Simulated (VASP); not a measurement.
# GaAs (I-4m2) in VASP: a series of runs

Runs on GaAs. Level: PBE. Tasks: single point.

All numbers are computed with VASP 6.6.1; they aren't measurements. Logs are shortened: lines on timing, memory, paths and dates and some standing lists are left out, and cuts for length are marked.

### Step 1. The cell of the first run

It takes space group I-4m2 (No. 119, tetragonal). Conventional cell: a = 4.007 Å, b = 4.007 Å, c = 5.836 Å, α = 90.00°, β = 90.00°, γ = 90.00°. Within 3.3 Å of Ga (site symmetry -4m2) lie 4 As at 2.48 Å. As (site symmetry -4m2) has 4 Ga at 2.48 Å within 3.3 Å.

### Step 2. Single point, PBE (uniaxial z strain +3.0%)

Contents of INCAR:

```
PREC     = Accurate       # precision mode
ENCUT    = 600            # plane-wave cutoff, eV
EDIFF    = 1E-6           # SCF threshold, eV
ISMEAR   = -1             # smearing method
SIGMA    = 0.02           # smearing width, eV
LREAL    = False          # projectors in reciprocal space
LASPH    = True           # aspherical terms in the spheres
NELM     = 120            # most SCF steps
ALGO     = Normal         # electronic algorithm
ISIF     = 2              # what is computed and relaxed
LWAVE    = False          # write WAVECAR
LCHARG   = False          # write CHGCAR
GGA      = PE             # functional
NBANDS   = 21             # bands
GGA_COMPAT= False
```

Contents of KPOINTS:

```
regular mesh
0
Gamma
  8 8 8
```

Contents of POSCAR:

```
GaAs
1.0
    0.0000000000      2.8330850955      2.9180776483
    2.8330850955      0.0000000000      2.9180776483
    2.8330850955      2.8330850955      0.0000000000
Ga As
1 1
Direct
    0.0000000000      0.0000000000      0.0000000000
    0.2500000000      0.2500000000      0.2500000000
```

Potentials or basis: VASP PAW PBE potentials, release 64 (Ga_d, As_d).

Command:

```
cat potpaw_PBE.64/Ga_d/POTCAR potpaw_PBE.64/As_d/POTCAR > POTCAR
mpirun -np 1 vasp_std > vasp.out
```

OUTCAR:

```text
PREC = Accurate
   ENCUT = 600
   EDIFF = 1E-6
   ISMEAR = -1
   LREAL = False
   LASPH = True
   NELM = 120
   ISIF = 2
   GGA = PE

 ion  position               nearest neighbor table
   1  0.000  0.000  0.000-   2 2.48   2 2.48   2 2.48   2 2.48
   2  0.250  0.250  0.250-   1 2.48   1 2.48   1 2.48   1 2.48

  LATTYP: Found a body centered tetragonal cell.
 ALAT       =     4.0065873654
 C/A-ratio  =     1.4566399692

  Lattice vectors:

 A1 = (  -2.8330850955,   0.0000000000,   2.9180776483)
 A2 = (   2.8330850955,   0.0000000000,   2.9180776483)
 A3 = (   0.0000000000,   2.8330850955,  -2.9180776483)

Analysis of symmetry for initial positions (statically):
=====================================================================
 Subroutine PRICEL returns:
 Original cell was already a primitive cell.

 Routine SETGRP: Setting up the symmetry group for a
 body centered tetragonal supercell.

 Subroutine GETGRP returns: Found  8 space group operations
 (whereof  8 operations were pure point group operations)
 out of a pool of 16 trial point group operations.

The static configuration has the point symmetry D_2d.

Analysis of symmetry for dynamics (positions and initial velocities):
=====================================================================
 Subroutine PRICEL returns:
 Original cell was already a primitive cell.

 Routine SETGRP: Setting up the symmetry group for a
 body centered tetragonal supercell.

 Subroutine GETGRP returns: Found  8 space group operations
 (whereof  8 operations were pure point group operations)
 out of a pool of 16 trial point group operations.

The dynamic configuration has the point symmetry D_2d.

 Subroutine INISYM returns: Found  8 space group operations
 (whereof  8 operations are pure point group operations),
 and found     1 'primitive' translations

----------------------------------------------------------------------------------------

                                     Primitive cell

  volume of cell :      46.8431

  direct lattice vectors                    reciprocal lattice vectors
     0.000000000  2.833085095  2.918077648    -0.176486051  0.176486051  0.171345680
     2.833085095  0.000000000  2.918077648     0.176486051 -0.176486051  0.171345680
     2.833085095  2.833085095  0.000000000     0.176486051  0.176486051 -0.171345680

  length of vectors
[... 77 lines left out ...]
   LNONCOLLINEAR =      F non collinear calculations
   LSORBIT =      F    spin-orbit coupling
   LASPH  =      T    aspherical Exc in radial PAW
   ENCUT  =  600.0 eV  44.10 Ry    6.64 a.u.   8.12  8.12  8.00*2*pi/ulx,y,z
   NELM   =    120;   NELMIN=  2; NELMDL= -5     # of ELM steps
   EDIFF  = 0.1E-05   stopping-criterion for ELM
   LREAL  =      F    real-space projection
   EDIFFG = 0.1E-04   stopping-criterion for IOM
   NSW    =      0    number of steps for IOM
   IBRION =     -1    ionic relax: 0-MD 1-quasi-New 2-CG
   NFREE  =      0    steps in history (QN), initial steepest desc. (CG)
   ISIF   =      2    stress and relaxation
   ISYM   =      2    0-nonsym 1-usesym 2-fastsym
   POTIM  = 0.5000    time-step for ionic-motion
   TEBEG  =    0.0;   TEEND  =   0.0 temperature during run
   PSTRESS=    0.0 pullay stress
   NELECT =      28.0000    total number of electrons
   NUPDOWN=      -1.0000    fix difference up-down
   EMIN   =  10.00;   EMAX   =-10.00  energy-range for DOS
   EFERMI =   0.00;   METHOD = LEGACY
   ISMEAR =    -1;   SIGMA  =   0.02  broadening in eV -4-tet -1-fermi 0-gaus
   EFERMI_NEDOS =   21; number of points for ismear=-14 and -15
   IALGO  =     38    algorithm
   IMIX   =      4    mixing-type and parameters
     AMIX     =   0.40;   BMIX     =  1.00
     AMIX_MAG =   1.60;   BMIX_MAG =  1.00
  volume/ion in A,a.u.               =      23.42       158.06
  Fermi-wavevector in a.u.,A,eV,Ry     =   1.379046  2.606019 25.875130  1.901768
  Thomas-Fermi vector in A             =   2.504052
   LORBIT       =      0    0 simple, 1 ext, 2 COOP (PROOUT), +10 PAW based schemes
   GGA     = PE    functional components
   LHFCALC =     F    Hartree Fock is set to
   AEXX    =    0.0000 exact exchange contribution
   IVDW    =     0    specifies the selected vdW correction
   LEPSILON=     F    determine dielectric tensor
   LRPA    =     F    only Hartree local field effects (RPA)
 non-spin polarized calculation
  energy-cutoff  :      600.00
  volume of cell :       46.84
 maximum number of plane-waves:      1582
   NGX = 17   NGY = 17   NGZ = 17

 number of electron      28.0000010 magnetization

 Free energy of the ion-electron system (eV)
  ---------------------------------------------------
  ext. energy  EPLUGINS =         0.00000000
  ---------------------------------------------------
  free energy    TOTEN  =        -8.27729931 eV

  energy without entropy =       -8.27728698  energy(sigma->0) =       -8.27729314

 E-fermi :   2.9847     XC(G=0):  -9.7440

 val. band max:        2.8857246740   @ k =   0.0000   0.0000   0.0000
 cond. band min:       3.0697214529   @ k =   0.0000   0.0000   0.0000
 fundamental gap:      0.1839967789
 Fermi energy:         2.9847276937

 k-point     1 :       0.0000    0.0000    0.0000
  band No.  band energies     occupation
      1     -32.2637      2.00000
      2     -32.2637      2.00000
      3     -32.2610      2.00000
      4     -32.2555      2.00000
      5     -32.2522      2.00000
      6     -11.9192      2.00000
[... 565 lines left out ...]
     20      12.9217      0.00000
     21      13.8166      0.00000

 [... further k-points ...]

------------------------ aborting loop because EDIFF is reached ----------------------------------------

  FORCE on cell =-STRESS in cart. coord.  units (eV):
  Direction    XX          YY          ZZ          XY          YZ          ZX
  --------------------------------------------------------------------------------------
  -------------------------------------------------------------------------------------
  Total        0.3688929      0.3688929     -0.1643936      0.0000000      0.0000000      0.0000000
  in kB       12.6172515     12.6172515     -5.6227592      0.0000000      0.0000000      0.0000000
  external PRESSURE =       6.5372479 kB  Pullay stress =       0.0000000 kB

 VOLUME and BASIS-vectors are now :
 -----------------------------------------------------------------------------
  energy-cutoff  :      600.00
  volume of cell :       46.84
      direct lattice vectors                 reciprocal lattice vectors
     0.000000000  2.833085095  2.918077648    -0.176486051  0.176486051  0.171345680
     2.833085095  0.000000000  2.918077648     0.176486051 -0.176486051  0.171345680
     2.833085095  2.833085095  0.000000000     0.176486051  0.176486051 -0.171345680

 POSITION                                       TOTAL-FORCE (eV/Angst)
 -----------------------------------------------------------------------------------
      0.00000      0.00000      0.00000        -0.000000     -0.000000     -0.000000
      1.41654      1.41654      1.45904         0.000000      0.000000      0.000000
 -----------------------------------------------------------------------------------
    total drift:                                0.000002      0.000002     -0.000002

  FREE ENERGIE OF THE ION-ELECTRON SYSTEM (eV)
  ---------------------------------------------------
  free  energy   TOTEN  =        -8.2772993050 eV

  energy  without entropy=       -8.2772869817  energy(sigma->0) =       -8.27729314
```

OSZICAR:

```text
N       E                     dE             d eps       ncg     rms          rms(c)
DAV:   1     0.185736641347E+03    0.18574E+03   -0.14642E+04  3115   0.575E+03
DAV:   2     0.194197694950E+02   -0.16632E+03   -0.15972E+03  2513   0.794E+02
DAV:   3    -0.726414456033E+01   -0.26684E+02   -0.26432E+02  2773   0.147E+02
DAV:   4    -0.841137838386E+01   -0.11472E+01   -0.11463E+01  2861   0.337E+01
DAV:   5    -0.843424847778E+01   -0.22870E-01   -0.22869E-01  2777   0.551E+00    0.318E+00
DAV:   6    -0.829530703904E+01    0.13894E+00   -0.25715E-01  3508   0.742E+00    0.188E+00
DAV:   7    -0.827567620178E+01    0.19631E-01   -0.80385E-02  2886   0.196E+00    0.610E-01
DAV:   8    -0.827676782983E+01   -0.10916E-02   -0.13843E-02  3225   0.175E+00    0.104E-01
DAV:   9    -0.827720100825E+01   -0.43318E-03   -0.15555E-03  2836   0.573E-01    0.504E-02
DAV:  10    -0.827725114938E+01   -0.50141E-04   -0.17103E-04  2899   0.137E-01    0.222E-02
DAV:  11    -0.827729888269E+01   -0.47733E-04   -0.73298E-05  3129   0.706E-02    0.540E-03
DAV:  12    -0.827729930501E+01   -0.42231E-06   -0.50638E-06  2941   0.277E-02
   1 F= -.82772993E+01 E0= -.82772931E+01  d E =-.123233E-04
```

It took 22 s on 1 thread of Intel Xeon 6975P-C (Granite Rapids), shared host; peak memory 0.21 GiB.

What came out:

- Free energy: -8.2773 eV
- Pressure: 0.7 GPa
- Band gap on the k mesh: 0.18 eV, direct

Stress tensor (GPa, compression positive):
```
 1.26  0.00  0.00
 0.00  1.26  0.00
 0.00  0.00 -0.56
```

Levels at points of the mesh, in eV from the valence-band top:
```
           k point  band 11  band 12  band 13  band 14  band 15  band 16  band 17  band 18
(0.00, 0.00, 0.00)   -12.53    -0.17     0.00     0.00     0.18     3.65     3.65     3.73
(0.50, 0.00, 0.00)   -10.87    -6.50    -1.26    -1.02     0.83     4.50     4.67     7.67
(0.50, 0.50, 0.00)   -10.25    -6.81    -2.48    -2.48     1.60     1.80     9.82     9.82
(0.50, 0.00, 0.50)   -10.15    -6.64    -2.67    -2.66     1.42     1.53     9.71     9.89
```

Caveat: the cell differs from its parent crystal (uniaxial z strain +3.0%).

(Part 1 of 2 ends here.)
